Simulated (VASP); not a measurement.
**KCl: single point with PBEsol**

Crystal: KCl.

```
K Cl
1.0
    -0.01561    3.11347    3.11347
     3.11347   -0.01561    3.11347
     3.11347    3.11347   -0.01561
K Cl
1 1
Cartesian
  0.0000 0.0000 0.0000
  3.1057 3.1057 3.1057
```

This cell differs from its parent crystal: equal xy, yz and zx engineering shears of -0.5 %.

- Program: VASP 6.6.1
- Task: single point
- Functional: PBEsol
- Potentials or basis: VASP PAW PBE potentials, release 64 (K_sv, Cl)
- Cutoff: 520 eV
- k mesh: 8 × 8 × 8
- Occupations: gaussian, width 0.01 eV
- Spin: no spin polarisation

```
Pressure               : 0.1 GPa
Band gap on the k mesh : 5.09 eV
```

Levels at points of the mesh, in eV from the valence-band top:
```csv
k point,band 4,band 5,band 6,band 7,band 8,band 9,band 10,band 11,band 12,band 13
"(0.00, 0.00, 0.00)",-10.52,-10.52,-0.01,-0.01,0.00,5.09,8.27,8.27,8.34,9.19
"(0.50, 0.00, 0.00)",-10.53,-10.27,-1.14,-0.37,-0.35,7.48,8.56,10.51,10.57,11.36
"(0.50, 0.50, 0.00)",-10.59,-10.59,-0.70,-0.25,-0.24,6.37,8.32,10.03,10.22,10.66
"(0.50, 0.50, 0.50)",-10.53,-10.28,-1.14,-0.38,-0.38,7.48,8.59,10.56,10.56,11.35
```

Wall time 45 s on 1 thread of AMD EPYC 9R45 96-Core Processor (Zen 5), with other jobs on the host, peak memory 0.2 GiB.

Caveat: the cell differs from its parent crystal (equal xy, yz and zx engineering shears of -0.5 %); the PAW data sets were made with another functional, which shifts forces and pressure a little. A k mesh can miss the band edges.
